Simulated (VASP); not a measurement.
# CaO (Fm-3m) in VASP: notebook

Runs on CaO. Level: LDA. Tasks: single point.

Program: VASP 6.6.1. These are calculated values, not measurements. Logs are shortened: lines on timing, memory, paths and dates and some standing lists are left out, and cuts for length are marked.

## (1) The cell of the first run

Symmetry: Fm-3m, No. 225, cubic system. The conventional cell has a = 4.611 Å, b = 4.611 Å, c = 4.611 Å, α = 90.00°, β = 90.00°, γ = 90.00°. Within 3.0 Å of Ca (site symmetry m-3m) lie 6 O at 2.31 Å. O (site symmetry m-3m) has 6 Ca at 2.31 Å within 3.0 Å.

## (2) Single point, LDA (12.26 Å³/atom)

File INCAR:

```
PREC     = Accurate       # precision mode
ENCUT    = 1340           # plane-wave cutoff, eV
EDIFF    = 1E-6           # SCF threshold, eV
ISMEAR   = 0              # smearing method
SIGMA    = 0.02           # smearing width, eV
LREAL    = F              # projectors in reciprocal space
LASPH    = T              # aspherical terms in the spheres
NELM     = 120            # most SCF steps
ALGO     = Normal         # electronic algorithm
ISIF     = 2              # what is computed and relaxed
LWAVE    = F              # write WAVECAR
LCHARG   = F              # write CHGCAR
NBANDS   = 15             # bands
GGA_COMPAT= F
```

File KPOINTS:

```
Automatic mesh
0
Gamma
  8 8 8
```

File POSCAR:

```
CaO
1.0
    0.0000000000      2.3056779023      2.3056779023
    2.3056779023      0.0000000000      2.3056779023
    2.3056779023      2.3056779023      0.0000000000
Ca O
1 1
Direct
    0.0000000000      0.0000000000      0.0000000000
    0.5000000000      0.5000000000      0.5000000000
```

Potentials or basis: VASP PAW LDA potentials, release 64 (Ca_sv, O_h).

Command:

```console
cat potpaw_LDA.64/Ca_sv/POTCAR potpaw_LDA.64/O_h/POTCAR > POTCAR
mpirun -np 1 vasp_std > vasp.out
```

OUTCAR:

```text
PREC = Accurate
   ENCUT = 1340
   EDIFF = 1E-6
   ISMEAR = 0
   LREAL = F
   LASPH = T
   NELM = 120
   ISIF = 2

 ion  position               nearest neighbor table
   1  0.000  0.000  0.000-   2 2.31   2 2.31   2 2.31   2 2.31   2 2.31   2 2.31
   2  0.500  0.500  0.500-   1 2.31   1 2.31   1 2.31   1 2.31   1 2.31   1 2.31

  LATTYP: Found a face centered cubic cell.
 ALAT       =     4.6113558046

  Lattice vectors:

 A1 = (   0.0000000000,   2.3056779023,   2.3056779023)
 A2 = (   2.3056779023,   0.0000000000,   2.3056779023)
 A3 = (   2.3056779023,   2.3056779023,   0.0000000000)

Analysis of symmetry for initial positions (statically):
=====================================================================
 Subroutine PRICEL returns:
 Original cell was already a primitive cell.

 Routine SETGRP: Setting up the symmetry group for a
 face centered cubic supercell.

 Subroutine GETGRP returns: Found 48 space group operations
 (whereof 48 operations were pure point group operations)
 out of a pool of 48 trial point group operations.

The static configuration has the point symmetry O_h .

Analysis of symmetry for dynamics (positions and initial velocities):
=====================================================================
 Subroutine PRICEL returns:
 Original cell was already a primitive cell.

 Routine SETGRP: Setting up the symmetry group for a
 face centered cubic supercell.

 Subroutine GETGRP returns: Found 48 space group operations
 (whereof 48 operations were pure point group operations)
 out of a pool of 48 trial point group operations.

The dynamic configuration has the point symmetry O_h .

 Subroutine INISYM returns: Found 48 space group operations
 (whereof 48 operations are pure point group operations),
 and found     1 'primitive' translations

----------------------------------------------------------------------------------------

                                     Primitive cell

  volume of cell :      24.5147

  direct lattice vectors                    reciprocal lattice vectors
     0.000000000  2.305677902  2.305677902    -0.216855962  0.216855962  0.216855962
     2.305677902  0.000000000  2.305677902     0.216855962 -0.216855962  0.216855962
     2.305677902  2.305677902  0.000000000     0.216855962  0.216855962 -0.216855962

  length of vectors
     3.260720960  3.260720960  3.260720960     0.375605544  0.375605544  0.375605544

  position of ions in fractional coordinates (direct lattice)
     0.000000000  0.000000000  0.000000000
     0.500000000  0.500000000  0.500000000

  ion indices of the primitive-cell ions
   primitive index   ion index
                 1           1
                 2           2

----------------------------------------------------------------------------------------

 KPOINTS: Automatic mesh

Automatic generation of k-mesh.
 Grid dimensions read from file:
 generate k-points for:    8    8    8

 Generating k-lattice:

  Cartesian coordinates                     Fractional coordinates (reciprocal lattice)
    -0.027106995  0.027106995  0.027106995     0.125000000  0.000000000  0.000000000
     0.027106995 -0.027106995  0.027106995     0.000000000  0.125000000  0.000000000
     0.027106995  0.027106995 -0.027106995     0.000000000  0.000000000  0.125000000

  Length of vectors
     0.046950693  0.046950693  0.046950693

  Shift w.r.t. Gamma in fractional coordinates (k-lattice)
     0.000000000  0.000000000  0.000000000

 Subroutine IBZKPT returns following result:
 ===========================================

 Found     29 irreducible k-points:

 Following reciprocal coordinates:
            Coordinates               Weight
  0.000000  0.000000  0.000000      1.000000
  0.125000  0.000000  0.000000      8.000000
  0.250000  0.000000  0.000000      8.000000
  0.375000  0.000000  0.000000      8.000000
  0.500000  0.000000  0.000000      4.000000
  0.125000  0.125000  0.000000      6.000000
[... 16 lines left out ...]
  0.500000  0.250000  0.125000     48.000000
 -0.375000  0.250000  0.125000     24.000000
 [... further k-points ...]
   k-points           NKPTS =     29   k-points in BZ     NKDIM =     29   number of bands    NBANDS=     15
   number of dos      NEDOS =    301   number of ions     NIONS =      2
   total plane-waves  NPLWV =  64000
   dimension x,y,z NGX =    40 NGY =   40 NGZ =   40
   dimension x,y,z NGXF=    80 NGYF=   80 NGZF=   80
   ions per type =               1   1
   NGX,Y,Z   is equivalent  to a cutoff of  20.39, 20.39, 20.39 a.u.
   NGXF,Y,Z  is equivalent  to a cutoff of  40.79, 40.79, 40.79 a.u.
 SYSTEM =  unknown system
   PREC   = accura    normal or accurate (medium, high low for compatibility)
   ISTART =      0    job   : 0-new  1-cont  2-samecut
   ICHARG =      2    charge: 1-file 2-atom 10-const
   ISPIN  =      1    spin polarized calculation?
   LNONCOLLINEAR =      F non collinear calculations
   LSORBIT =      F    spin-orbit coupling
   LASPH  =      T    aspherical Exc in radial PAW
   ENCUT  = 1340.0 eV  98.49 Ry    9.92 a.u.   9.73  9.73  9.73*2*pi/ulx,y,z
   NELM   =    120;   NELMIN=  2; NELMDL= -5     # of ELM steps
   EDIFF  = 0.1E-05   stopping-criterion for ELM
   LREAL  =      F    real-space projection
   EDIFFG = 0.1E-04   stopping-criterion for IOM
   NSW    =      0    number of steps for IOM
   IBRION =     -1    ionic relax: 0-MD 1-quasi-New 2-CG
   NFREE  =      0    steps in history (QN), initial steepest desc. (CG)
   ISIF   =      2    stress and relaxation
   ISYM   =      2    0-nonsym 1-usesym 2-fastsym
   POTIM  = 0.5000    time-step for ionic-motion
   TEBEG  =    0.0;   TEEND  =   0.0 temperature during run
   PSTRESS=    0.0 pullay stress
   NELECT =      16.0000    total number of electrons
   NUPDOWN=      -1.0000    fix difference up-down
   EMIN   =  10.00;   EMAX   =-10.00  energy-range for DOS
   EFERMI =   0.00;   METHOD = LEGACY
   ISMEAR =     0;   SIGMA  =   0.02  broadening in eV -4-tet -1-fermi 0-gaus
   EFERMI_NEDOS =   21; number of points for ismear=-14 and -15
   IALGO  =     38    algorithm
   IMIX   =      4    mixing-type and parameters
     AMIX     =   0.40;   BMIX     =  1.00
     AMIX_MAG =   1.60;   BMIX_MAG =  1.00
  volume/ion in A,a.u.               =      12.26        82.72
  Fermi-wavevector in a.u.,A,eV,Ry     =   1.420058  2.683521 27.437042  2.016566
  Thomas-Fermi vector in A             =   2.541014
   LORBIT       =      0    0 simple, 1 ext, 2 COOP (PROOUT), +10 PAW based schemes
   GGA     = CA    functional components
   LHFCALC =     F    Hartree Fock is set to
   AEXX    =    0.0000 exact exchange contribution
   IVDW    =     0    specifies the selected vdW correction
   LEPSILON=     F    determine dielectric tensor
   LRPA    =     F    only Hartree local field effects (RPA)
 non-spin polarized calculation
 Gauss-broadening in eV      SIGMA  =   0.02
  energy-cutoff  :     1340.00
  volume of cell :       24.51
 maximum number of plane-waves:      2764
   NGX = 19   NGY = 19   NGZ = 19

 number of electron      16.0000000 magnetization

 Free energy of the ion-electron system (eV)
  ---------------------------------------------------
  ext. energy  EPLUGINS =         0.00000000
  ---------------------------------------------------
  free energy    TOTEN  =       -14.17397074 eV

  energy without entropy =      -14.17397074  energy(sigma->0) =      -14.17397074

 E-fermi :   3.2628     XC(G=0): -11.6572

 val. band max:        3.1019994941   @ k =   0.0000   0.0000   0.0000
 cond. band min:       6.4641618347   @ k =   0.5000   0.5000   0.0000
 fundamental gap:      3.3621623407
 Fermi energy:         3.2627744581

 k-point     1 :       0.0000    0.0000    0.0000
  band No.  band energies     occupation
      1     -33.5037      2.00000
      2     -14.4253      2.00000
      3     -14.4253      2.00000
      4     -14.4253      2.00000
      5     -12.3475      2.00000
      6       3.1020      2.00000
      7       3.1020      2.00000
      8       3.1020      2.00000
      9       8.7467      0.00000
     10       9.4803      0.00000
     11       9.4803      0.00000
     12       9.4803      0.00000
     13      11.2781      0.00000
     14      11.2781      0.00000
     15      18.6494      0.00000

 k-point     2 :       0.1250    0.0000    0.0000
  band No.  band energies     occupation
      1     -33.4759      2.00000
      2     -14.8412      2.00000
      3     -14.4366      2.00000
      4     -14.4366      2.00000
      5     -11.9305      2.00000
      6       2.5106      2.00000
      7       2.8305      2.00000
      8       2.8305      2.00000
      9       9.3718      0.00000
     10       9.5301      0.00000
     11       9.7962      0.00000
     12       9.7962      0.00000
     13      11.7401      0.00000
     14      11.7401      0.00000
     15      19.4180      0.00000

 k-point     3 :       0.2500    0.0000    0.0000
  band No.  band energies     occupation
      1     -33.4081      2.00000
      2     -15.5425      2.00000
      3     -14.4637      2.00000
      4     -14.4637      2.00000
      5     -11.2235      2.00000
      6       1.3713      2.00000
      7       2.2610      2.00000
      8       2.2610      2.00000
      9       9.5806      0.00000
     10      10.6303      0.00000
     11      10.6303      0.00000
     12      10.9592      0.00000
     13      12.8362      0.00000
     14      12.8362      0.00000
     15      20.2231      0.00000
[... 343 lines left out ...]
 k-point    23 :       0.5000    0.2500    0.1250
  band No.  band energies     occupation
      1     -33.3041      2.00000
      2     -15.8279      2.00000
      3     -14.7851      2.00000
      4     -14.5812      2.00000
      5     -11.0051      2.00000
      6       0.8548      2.00000
      7       1.8074      2.00000
      8       2.1684      2.00000
      9       9.1341      0.00000
     10      11.2201      0.00000
     11      12.1926      0.00000
     12      12.4981      0.00000
     13      14.0056      0.00000
     14      15.3302      0.00000
     15      19.3221      0.00000

 k-point    24 :      -0.3750    0.2500    0.1250
  band No.  band energies     occupation
      1     -33.2813      2.00000
      2     -15.9204      2.00000
      3     -14.8083      2.00000
      4     -14.6236      2.00000
      5     -10.9370      2.00000
      6       0.8001      2.00000
      7       1.8338      2.00000
      8       1.8366      2.00000
      9      10.2193      0.00000
     10      10.2914      0.00000
     11      12.5527      0.00000
     12      12.9973      0.00000
     13      14.3381      0.00000
     14      16.1650      0.00000
     15      18.4610      0.00000

 [... further k-points ...]
[... 5 lines left out ...]
  --------------------------------------------------------------------------------------
  -------------------------------------------------------------------------------------
  Total        1.5809932      1.5809932      1.5809932      0.0000000      0.0000000     -0.0000000
  in kB      103.3272060    103.3272060    103.3272060      0.0000000      0.0000000     -0.0000000
  external PRESSURE =     103.3272060 kB  Pullay stress =       0.0000000 kB

 VOLUME and BASIS-vectors are now :
 -----------------------------------------------------------------------------
  energy-cutoff  :     1340.00
  volume of cell :       24.51
      direct lattice vectors                 reciprocal lattice vectors
     0.000000000  2.305677902  2.305677902    -0.216855962  0.216855962  0.216855962
     2.305677902  0.000000000  2.305677902     0.216855962 -0.216855962  0.216855962
     2.305677902  2.305677902  0.000000000     0.216855962  0.216855962 -0.216855962

 POSITION                                       TOTAL-FORCE (eV/Angst)
 -----------------------------------------------------------------------------------
      0.00000      0.00000      0.00000         0.000000      0.000000      0.000000
      2.30568      2.30568      2.30568        -0.000000     -0.000000     -0.000000
 -----------------------------------------------------------------------------------
    total drift:                                0.000000     -0.000000      0.000000

  FREE ENERGIE OF THE ION-ELECTRON SYSTEM (eV)
  ---------------------------------------------------
  free  energy   TOTEN  =       -14.1739707403 eV

  energy  without entropy=      -14.1739707403  energy(sigma->0) =      -14.17397074
```

Run time: 28 s. Hardware: 1 thread of AMD EPYC 7R13 (Zen 3), shared host; peak memory 0.2 GiB.

What came out:

```yaml
Free_energy: -14.1740 eV
Pressure: 10.3 GPa
Band_gap_on_the_k_mesh: 3.36 eV (least direct gap 3.69 eV)
```

Levels at points of the mesh, in eV from the valence-band top:
| k point | band 6 | band 7 | band 8 | band 9 | band 10 | band 11 |
| --- | --- | --- | --- | --- | --- | --- |
| (0.00, 0.00, 0.00) | 0.00 | 0.00 | 0.00 | 5.64 | 6.38 | 6.38 |
| (0.50, 0.00, 0.00) | -3.02 | -1.51 | -1.51 | 7.54 | 8.98 | 8.98 |
| (0.50, 0.50, 0.00) | -1.20 | -0.33 | -0.33 | 3.36 | 8.99 | 9.59 |

Caveat: the cell stands under pressure. As with any semilocal functional, this LDA gap is likely too small.

## (3) Single point, LDA (11.87 Å³/atom)

This run uses another cell than the first one, of 11.87 Å³/atom.

File INCAR:

```
SYSTEM = CaO
PREC     = Accurate       ! precision mode
ENCUT    = 1340           ! plane-wave cutoff, eV
EDIFF    = 1E-6           ! SCF threshold, eV
ISMEAR   = 0              ! smearing method
SIGMA    = 0.02           ! smearing width, eV
LREAL    = .False.        ! projectors in reciprocal space
LASPH    = .True.         ! aspherical terms in the spheres
NELM     = 120            ! most SCF steps
ALGO     = Normal         ! electronic algorithm
ISIF     = 2              ! what is computed and relaxed
LWAVE    = .False.        ! write WAVECAR
LCHARG   = .False.        ! write CHGCAR
GGA      = CA             ! functional
NBANDS   = 15             ! bands
GGA_COMPAT= .False.
```

File KPOINTS:

```
regular mesh
0
Gamma
  8 8 8
  0 0 0
```

File POSCAR:

```
CaO
1.0
    0.0000000000      2.2808837452      2.2808837452
    2.2808837452      0.0000000000      2.2808837452
    2.2808837452      2.2808837452      0.0000000000
Ca O
1 1
Direct
    0.0000000000      0.0000000000      0.0000000000
    0.5000000000      0.5000000000      0.5000000000
```

Potentials or basis: VASP PAW LDA potentials, release 64 (Ca_sv, O_h).

Command:

```console
cat potpaw_LDA.64/Ca_sv/POTCAR potpaw_LDA.64/O_h/POTCAR > POTCAR
mpirun -np 1 vasp_std > vasp.out
```

It took 30 s on 1 thread of Intel Xeon Platinum 8259CL at 2.50GHz (Skylake/Cascade Lake), shared host; peak memory 0.22 GiB.

Results (log left out):

* Free energy: -14.1083 eV
* Pressure: 16.3 GPa
* Band gap on the k mesh: 3.32 eV (least direct gap 3.63 eV)

Levels at points of the mesh, in eV from the valence-band top:
```csv
k point,band 6,band 7,band 8,band 9,band 10,band 11
"(0.00, 0.00, 0.00)",0.00,0.00,0.00,5.95,6.44,6.44
"(0.50, 0.00, 0.00)",-3.11,-1.59,-1.59,7.69,9.16,9.16
"(0.50, 0.50, 0.00)",-1.16,-0.31,-0.31,3.32,9.26,9.77
```

Caveat: the cell stands under pressure.
